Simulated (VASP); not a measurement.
# Ru (P6/mmm) in VASP: further runs, part 2 of 2

VASP 6.6.1. The steps go on from the part before.

## Step 4: Relaxation of cell and atoms, PBE

INCAR reads:

```
PREC = Accurate
ENCUT = 600
EDIFF = 1E-7
ISMEAR = 0
SIGMA = 0.1
LREAL = F
LASPH = T
NELM = 80
ALGO = Normal
ISIF = 3
LWAVE = F
LCHARG = F
GGA = PE
IBRION = 2
NSW = 90
EDIFFG = -0.04
```

KPOINTS reads:

```
regular mesh
0
Gamma
  9 9 8
```

POSCAR reads:

```
Ru
1.0
    2.5723315739      0.0000000000      0.0000000000
   -1.2861657869      2.2277044899      0.0000000000
    0.0000000000      0.0000000000      2.4035223143
Ru
1
Direct
    0.0000000000      0.0000000000      0.0000000000
```

Potentials or basis: VASP PAW PBE potentials, release 64 (Ru_pv).

Launch:

```console
cat potpaw_PBE.64/Ru_pv/POTCAR > POTCAR
mpirun -np 1 vasp_std > vasp.out
```

OUTCAR:

```text
PREC = Accurate
   ENCUT = 600
   EDIFF = 1E-7
   ISMEAR = 0
   LREAL = F
   LASPH = T
   NELM = 80
   ISIF = 3
   GGA = PE
   IBRION = 2
   NSW = 90
   EDIFFG = -0.04

 ion  position               nearest neighbor table
   1  0.000  0.000  0.000-

  LATTYP: Found a hexagonal cell.
 ALAT       =     2.5723315739
 C/A-ratio  =     0.9343750000

  Lattice vectors:

 A1 = (   2.5723315739,   0.0000000000,   0.0000000000)
 A2 = (  -1.2861657869,   2.2277044899,   0.0000000000)
 A3 = (   0.0000000000,   0.0000000000,   2.4035223143)

Analysis of symmetry for initial positions (statically):
=====================================================================
 Subroutine PRICEL returns:
 Original cell was already a primitive cell.

 Routine SETGRP: Setting up the symmetry group for a
 hexagonal supercell.

 Subroutine GETGRP returns: Found 24 space group operations
 (whereof 24 operations were pure point group operations)
 out of a pool of 24 trial point group operations.

The static configuration has the point symmetry D_6h.

Analysis of symmetry for dynamics (positions and initial velocities):
=====================================================================
 Subroutine PRICEL returns:
 Original cell was already a primitive cell.

 Routine SETGRP: Setting up the symmetry group for a
 hexagonal supercell.

 Subroutine GETGRP returns: Found 24 space group operations
 (whereof 24 operations were pure point group operations)
 out of a pool of 24 trial point group operations.

The dynamic configuration has the point symmetry D_6h.

 Subroutine INISYM returns: Found 24 space group operations
 (whereof 24 operations are pure point group operations),
 and found     1 'primitive' translations

----------------------------------------------------------------------------------------

                                     Primitive cell

  volume of cell :      13.7731

  direct lattice vectors                    reciprocal lattice vectors
     2.572331574  0.000000000  0.000000000     0.388752372  0.224446286  0.000000000
    -1.286165787  2.227704490  0.000000000     0.000000000  0.448892573  0.000000000
     0.000000000  0.000000000  2.403522314     0.000000000  0.000000000  0.416056050

  length of vectors
     2.572331574  2.572331574  2.403522314     0.448892573  0.448892573  0.416056050

  position of ions in fractional coordinates (direct lattice)
     0.000000000  0.000000000  0.000000000

  ion indices of the primitive-cell ions
   primitive index   ion index
                 1           1

----------------------------------------------------------------------------------------

 KPOINTS: regular mesh

Automatic generation of k-mesh.
 Grid dimensions read from file:
 generate k-points for:    9    9    8

 Generating k-lattice:

  Cartesian coordinates                     Fractional coordinates (reciprocal lattice)
     0.043194708  0.024938476  0.000000000     0.111111111  0.000000000  0.000000000
     0.000000000  0.049876953  0.000000000     0.000000000  0.111111111  0.000000000
     0.000000000  0.000000000  0.052007006     0.000000000  0.000000000  0.125000000

  Length of vectors
[... 38 lines left out ...]
   number of dos      NEDOS =    301   number of ions     NIONS =      1
   total plane-waves  NPLWV =  11520
   dimension x,y,z NGX =    24 NGY =   24 NGZ =   20
   dimension x,y,z NGXF=    48 NGYF=   48 NGZF=   40
   ions per type =               1
   NGX,Y,Z   is equivalent  to a cutoff of  15.51, 15.51, 13.83 a.u.
   NGXF,Y,Z  is equivalent  to a cutoff of  31.02, 31.02, 27.67 a.u.
 SYSTEM =  unknown system
   PREC   = accura    normal or accurate (medium, high low for compatibility)
   ISTART =      0    job   : 0-new  1-cont  2-samecut
   ICHARG =      2    charge: 1-file 2-atom 10-const
   ISPIN  =      1    spin polarized calculation?
   LNONCOLLINEAR =      F non collinear calculations
   LSORBIT =      F    spin-orbit coupling
   LASPH  =      T    aspherical Exc in radial PAW
   ENCUT  =  600.0 eV  44.10 Ry    6.64 a.u.   5.14  5.14  4.80*2*pi/ulx,y,z
   NELM   =     80;   NELMIN=  2; NELMDL= -5     # of ELM steps
   EDIFF  = 0.1E-06   stopping-criterion for ELM
   LREAL  =      F    real-space projection
   EDIFFG = -.4E-01   stopping-criterion for IOM
   NSW    =     90    number of steps for IOM
   IBRION =      2    ionic relax: 0-MD 1-quasi-New 2-CG
   NFREE  =      1    steps in history (QN), initial steepest desc. (CG)
   ISIF   =      3    stress and relaxation
   ISYM   =      2    0-nonsym 1-usesym 2-fastsym
   POTIM  = 0.5000    time-step for ionic-motion
   TEBEG  =    0.0;   TEEND  =   0.0 temperature during run
   PSTRESS=    0.0 pullay stress
   NELECT =      14.0000    total number of electrons
   NUPDOWN=      -1.0000    fix difference up-down
   EMIN   =  10.00;   EMAX   =-10.00  energy-range for DOS
   EFERMI =   0.00;   METHOD = LEGACY
   ISMEAR =     0;   SIGMA  =   0.10  broadening in eV -4-tet -1-fermi 0-gaus
   EFERMI_NEDOS =   21; number of points for ismear=-14 and -15
   IALGO  =     38    algorithm
   IMIX   =      4    mixing-type and parameters
     AMIX     =   0.40;   BMIX     =  1.00
     AMIX_MAG =   1.60;   BMIX_MAG =  1.00
  volume/ion in A,a.u.               =      13.77        92.95
  Fermi-wavevector in a.u.,A,eV,Ry     =   1.646038  3.110561 36.864199  2.709442
  Thomas-Fermi vector in A             =   2.735734
   LORBIT       =      0    0 simple, 1 ext, 2 COOP (PROOUT), +10 PAW based schemes
   GGA     = PE    functional components
   LHFCALC =     F    Hartree Fock is set to
   AEXX    =    0.0000 exact exchange contribution
   IVDW    =     0    specifies the selected vdW correction
   LEPSILON=     F    determine dielectric tensor
   LRPA    =     F    only Hartree local field effects (RPA)
 conjugate gradient relaxation of ions
 non-spin polarized calculation
 Gauss-broadening in eV      SIGMA  =   0.10
  energy-cutoff  :      600.00
  volume of cell :       13.77
 maximum number of plane-waves:       469
 NGX is ok and might be reduce to    24
   NGX = 11   NGY = 11   NGZ =  9

--------------------------------------- Ionic step        1  -------------------------------------------

 number of electron      14.0000000 magnetization

 Free energy of the ion-electron system (eV)
  ---------------------------------------------------
  ext. energy  EPLUGINS =         0.00000000
  ---------------------------------------------------
  free energy    TOTEN  =        -8.32343825 eV

  energy without entropy =       -8.31840654  energy(sigma->0) =       -8.32092240

------------------------ aborting loop because EDIFF is reached ----------------------------------------

  FORCE on cell =-STRESS in cart. coord.  units (eV):
  Direction    XX          YY          ZZ          XY          YZ          ZX
  --------------------------------------------------------------------------------------
  -------------------------------------------------------------------------------------
  Total        2.3200675      2.3200675      2.1514235      0.0000000      0.0000000     -0.0000000
  in kB      269.8848598    269.8848598    250.2671206      0.0000000      0.0000000     -0.0000000
  external PRESSURE =     263.3456134 kB  Pullay stress =       0.0000000 kB
[... 22 lines left out ...]
--------------------------------------- Ionic step        2  -------------------------------------------

 number of electron      14.0000001 magnetization

 E-fermi :   7.8267     XC(G=0): -12.0982

 val. band max:        7.8197233833   @ k =   0.2222  -0.0000   0.2500
 cond. band min:       7.8354231135   @ k =   0.1111   0.1111   0.2500
 fundamental gap:      0.0156997302
 Fermi energy:         7.8267370477

 k-point     1 :       0.0000    0.0000    0.0000
  band No.  band energies     occupation
      1     -34.4155      2.00000
      2     -34.4155      2.00000
      3     -34.4031      2.00000
      4       1.7501      2.00000
      5       3.8516      2.00000
      6       6.2129      2.00000
      7       6.2129      2.00000
      8       9.0832      0.00000
      9       9.0832      0.00000
     10      19.0359      0.00000
     11      22.7115      0.00000
[... 461 lines left out ...]
--------------------------------------- Ionic step        6  -------------------------------------------

 number of electron      13.9999999 magnetization

 Free energy of the ion-electron system (eV)
  ---------------------------------------------------
  ext. energy  EPLUGINS =         0.00000000
  ---------------------------------------------------
  free energy    TOTEN  =        -8.41759509 eV

  energy without entropy =       -8.40956702  energy(sigma->0) =       -8.41358105

 E-fermi :  11.2164     XC(G=0): -13.4051

 val. band max:       11.2150259038   @ k =   0.1111   0.1111   0.2500
 cond. band min:      11.2539475583   @ k =   0.2222  -0.0000   0.2500
 fundamental gap:      0.0389216545
 Fermi energy:        11.2163624144

 k-point     1 :       0.0000    0.0000    0.0000
  band No.  band energies     occupation
      1     -31.1379      2.00000
      2     -31.1379      2.00000
      3     -31.0689      2.00000
      4       3.8379      2.00000
      5       5.7845      2.00000
      6       8.9262      2.00000
      7       8.9262      2.00000
      8      13.0706      0.00000
      9      13.0706      0.00000
     10      22.1465      0.00000
     11      26.2851      0.00000
[... 350 lines left out ...]
  FREE ENERGIE OF THE ION-ELECTRON SYSTEM (eV)
  ---------------------------------------------------
  free  energy   TOTEN  =        -8.4175950901 eV

  energy  without entropy=       -8.4095670154  energy(sigma->0) =       -8.41358105

 reached required accuracy - stopping structural energy minimisation
```

Run time: 54 s. Hardware: 1 thread of Intel Xeon 8259CL, shared host; peak memory 0.15 GiB.

Results:

- Free energy: -8.4176 eV
- Relaxed volume: 15.00 Å³/atom
- Relaxed cell: a = 2.654 Å, b = 2.654 Å, c = 2.459 Å, α = 90.00°, β = 90.00°, γ = 120.00°
- Space group after relaxing (to 0.1 Å): P6/mmm (No. 191)
- Energy gained by relaxing: 94.2 meV/atom
- Ionic steps: 6
- Pressure after relaxing: 0.2 GPa
- Band gap on the k mesh: zero (bands 7 and 8 overlap by 3.32 eV)

Stress tensor (GPa, compression positive):
```
0.28 0.00 0.00
0.00 0.28 0.00
0.00 0.00 0.11
```

The path:
| step | energy change (eV) | largest force (eV/Å) | pressure (GPa) | volume (Å³) |
| --- | --- | --- | --- | --- |
| 1 | 0.0000 | 0.0000 | 26.33 | 13.77 |
| 2 | 0.3804 | 0.0000 | -32.14 | 18.80 |
| 3 | -0.0931 | 0.0000 | -1.91 | 15.13 |
| 4 | -0.0938 | 0.0000 | -0.27 | 15.03 |
| 5 | -0.0938 | 0.0000 | 0.15 | 15.00 |
| 6 | -0.0942 | 0.0000 | 0.22 | 15.00 |

Final structure:
```
Ru
1.0
     2.65436    0.00000    0.00000
    -1.32718    2.29874    0.00000
     0.00000    0.00000    2.45862
Ru
1
Direct
  0.00000 0.00000 0.00000
```

## Step 5: Overview

| task | cell | cutoff (eV) | gap on the mesh (eV) | pressure (GPa) |
| --- | --- | --- | --- | --- |
| single point | a = 2.572, b = 2.572, c = 2.404 Å, angles 90.0, 90.0, 120.0°, 1 atom | 520 | none | 26.3 |
| single point | a = 2.656, b = 2.656, c = 2.457 Å, angles 90.0, 90.0, 120.0°, 1 atom | 520 | none | -0.1 |
| relaxation of cell and atoms | relaxed from a = 2.572, b = 2.572, c = 2.404 Å, angles 90.0, 90.0, 120.0°, 1 atom | 600 | none | 0.2 |

Alike in all rows: level PBE; potentials or basis VASP PAW PBE potentials, release 64 (Ru_pv); no spin polarisation; k mesh 9 × 9 × 8; smearing gaussian 0.1 eV.

Caveats: the cell stands under pressure (at least some runs); an empty level that is flat over the whole mesh can mark a ghost state of the potentials, or a narrow d or f band (at least some runs).

Absolute energies hang on the potentials; compare differences alone.
